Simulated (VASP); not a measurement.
Here is a VASP 6.6.1 calculation.

INCAR

```
SYSTEM = Cu
ALGO     = Normal         ! electronic algorithm
EDIFF    = 1E-6           ! SCF threshold, eV
EDIFFG   = -0.01          ! ionic threshold
ENCUT    = 600            ! plane-wave cutoff, eV
GGA      = PS             ! functional
IBRION   = 2              ! ionic algorithm
ISIF     = 3              ! what is computed and relaxed
ISMEAR   = 0              ! smearing method
LASPH    = .TRUE.         ! aspherical terms in the spheres
LCHARG   = .FALSE.        ! write CHGCAR
LREAL    = .FALSE.        ! projectors in reciprocal space
LWAVE    = .FALSE.        ! write WAVECAR
NELM     = 60             ! most SCF steps
NSW      = 80             ! ionic steps
PREC     = Accurate       ! precision mode
SIGMA    = 0.1            ! smearing width, eV
```

Contents of KPOINTS:

```
k-points
0
G
  6 6 6
  0 0 0
```

File POSCAR:

```
Cu
1.0
   -1.4427933200      1.4427933200      1.3760814500
    1.4427933200     -1.4427933200      1.3760814500
    1.4427933200      1.4427933200     -1.3760814500
Cu
1
Direct
    0.0000000000      0.0000000000      0.0000000000
```

Potentials or basis: VASP PAW PBE potentials, release 64 (Cu).

Command:

```bash
$ cat potpaw_PBE.64/Cu/POTCAR > POTCAR
$ mpirun -np 1 vasp_std > vasp.out
```

(1) Predict the relaxed volume.

(2) What does it give for the relaxed cell?

(3) Estimate the space group after relaxing (to 0.05 Å).

Answers

(1) 11.45 Å³/atom.

(2) a = 2.462 Å, b = 2.462 Å, c = 2.462 Å, α = 107.69°, β = 107.69°, γ = 113.09°.

(3) I4/mmm (No. 139).

Caveat: the k points lie up to 0.53 Å⁻¹ apart in the final cell; the PAW data sets were made with another functional, which shifts forces and pressure a little.
